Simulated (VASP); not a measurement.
Set up this calculation in VASP 6.6.1, as the native input.

- Task: single point
- Functional: r2SCAN
- Potentials or basis: VASP PAW PBE potentials, release 64 (Y_sv)
- Cutoff: 520 eV
- k mesh: 8 × 8 × 8
- Occupations: fermi-dirac, width 0.05 eV
- Spin: no spin polarisation
- Dipole correction: no
- Further INCAR settings: ALGO = Normal; EDIFF = 1e-06; NBANDS = 12

Y:

```
Y
1.0
     1.76361    1.76361    1.76361
    -1.76361    1.76361    1.76361
    -1.76361   -1.76361    1.76361
Y
1
Direct
  0.00000 0.00000 0.00000
```

These files were run (other wordings do the same):

POSCAR

```
Y
1.0
    1.7636115783      1.7636115783      1.7636115783
   -1.7636115783      1.7636115783      1.7636115783
   -1.7636115783     -1.7636115783      1.7636115783
Y
1
Direct
    0.0000000000      0.0000000000      0.0000000000
```

INCAR.step1

```
PREC = Accurate
ENCUT = 520
ISMEAR = -1
SIGMA = 0.05
LREAL = F
LASPH = T
NELM = 80
NBANDS = 12
GGA = PE
ALGO = Normal
EDIFF = 1E-4
LWAVE = T
LCHARG = F
```

INCAR.step2

```
PREC = Accurate
ENCUT = 520
EDIFF = 1E-6
ISMEAR = -1
SIGMA = 0.05
LREAL = F
LASPH = T
NELM = 80
ALGO = Normal
ISIF = 2
LWAVE = F
LCHARG = F
METAGGA = R2SCAN
LMIXTAU = T
NBANDS = 12
ISTART = 1
```

KPOINTS

```
regular mesh
0
Gamma
  8 8 8
```

Potentials or basis: VASP PAW PBE potentials, release 64 (Y_sv).

Run with:

```console
$ cat potpaw_PBE.64/Y_sv/POTCAR > POTCAR
$ cp INCAR.step1 INCAR
$ mpirun -np 1 vasp_std > vasp.out
$ cp INCAR.step2 INCAR
$ mpirun -np 1 vasp_std > vasp.out
```

Results of the run:

The pressure is 30.2 GPa.

Caveat: the PAW data sets were made with another functional, which shifts forces and pressure a little.

Run time: 23 s on 1 thread of Intel(R) Xeon(R) Platinum 8488C (Sapphire Rapids), on a shared host, peak memory 0.16 GiB.
